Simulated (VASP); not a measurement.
Write the native input for VASP 6.6.1 that does the following.

| Quantity | Value |
| --- | --- |
| Task | single point |
| Functional | PBEsol |
| Potentials or basis | VASP PAW PBE potentials, release 64 (Zr_sv, H) |
| Cutoff | 520 eV |
| k mesh | 12 × 12 × 12 |
| Occupations | gaussian, width 0.05 eV |
| Spin | no spin polarisation |
| Dipole correction | no |
| Further INCAR settings | ALGO = Normal; EDIFF = 1e-06; NBANDS = 16 |

The structure of ZrH3 lies in POSCAR:

```
ZrH3
1.0
    2.9611965056      0.0000000000      0.0000000000
    0.0000000000      2.9611965056      0.0000000000
    0.0000000000      0.0000000000      2.9611965056
Zr H
1 3
Direct
    0.0000000000      0.0000000000      0.0000000000
    0.0000000000      0.5000000000      0.5000000000
    0.5000000000      0.0000000000      0.5000000000
    0.5000000000      0.5000000000      0.0000000000
```

One way to write it, as run:

INCAR

```
PREC = Accurate ; ENCUT = 520
EDIFF = 1E-6 ; ISMEAR = 0
SIGMA = 0.05 ; LREAL = F
LASPH = T ; NELM = 80
ALGO = Normal ; ISIF = 2
LWAVE = F ; LCHARG = F
GGA = PS ; NBANDS = 16
```

KPOINTS

```
regular mesh
0
Gamma
  12 12 12
```

Potentials or basis: VASP PAW PBE potentials, release 64 (Zr_sv, H).

Command:

```console
$ cat potpaw_PBE.64/Zr_sv/POTCAR potpaw_PBE.64/H/POTCAR > POTCAR
$ mpirun -np 1 vasp_std > vasp.out
```

Results of the run:

```json
{
 "Pressure": "22.1 GPa"
}
```

Caveat: the PAW data sets were made with another functional, which shifts forces and pressure a little.

Run time: 9.2 s on 1 thread of Intel(R) Xeon(R) 6975P-C (Granite Rapids), with other jobs on the host, peak memory 0.16 GiB.
